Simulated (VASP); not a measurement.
Wanted: the native input for a VASP 6.6.1 run.

| Item | Value |
| --- | --- |
| Task | single point |
| Functional | PBE |
| Potentials or basis | VASP PAW PBE potentials, release 64 (Ba_sv, Ti_sv, O) |
| Cutoff | 520 eV |
| k mesh | 5 × 5 × 5 |
| Occupations | gaussian, width 0.01 eV |
| Spin | no spin polarisation |
| Dipole correction | no |
| Further INCAR settings | ALGO = Normal; EDIFF = 1e-07; NBANDS = 28 |

The structure of BaTiO3 lies in POSCAR:

```
BaTiO3
1.0
    3.9849526360      0.0000000000      0.0000000000
    0.0000000000      3.9849526360      0.0000000000
    0.0000000000      0.0000000000      4.2033614040
Ba Ti O
1 1 3
Direct
    0.0000000000      0.0000000000     -0.0107855594
    0.5000000000      0.5000000000      0.4719574064
    0.5000000000      0.5000000000      0.0409374099
    0.5000000000      0.0000000000      0.5204453715
    0.0000000000      0.5000000000      0.5204453715
```

One way to write it, as run:

INCAR

```
SYSTEM = BaTiO3
PREC = Accurate
ENCUT = 520
EDIFF = 1E-7
ISMEAR = 0
SIGMA = 0.01
LREAL = .False.
LASPH = .True.
NELM = 60
ALGO = Normal
ISIF = 2
LWAVE = .False.
LCHARG = .False.
GGA = PE
NBANDS = 28
```

KPOINTS

```
Automatic mesh
0
Gamma
  5 5 5
  0 0 0
```

Potentials or basis: VASP PAW PBE potentials, release 64 (Ba_sv, Ti_sv, O).

Launch:

```bash
$ cat potpaw_PBE.64/Ba_sv/POTCAR potpaw_PBE.64/Ti_sv/POTCAR potpaw_PBE.64/O/POTCAR > POTCAR
$ mpirun -np 1 vasp_std > vasp.out
```

Results of the run:

```yaml
Pressure: 1.6 GPa
Largest_force: 0.084 eV/Å
Band_gap_on_the_k_mesh: 1.98 eV, indirect (least direct gap 2.36 eV)
```

Caveat: spin-orbit coupling is left out, which moves the levels of the heavy elements.

Run time: 26 s on 1 thread of Intel(R) Xeon(R) 6975P-C (Granite Rapids), on a shared host, peak memory 0.18 GiB.
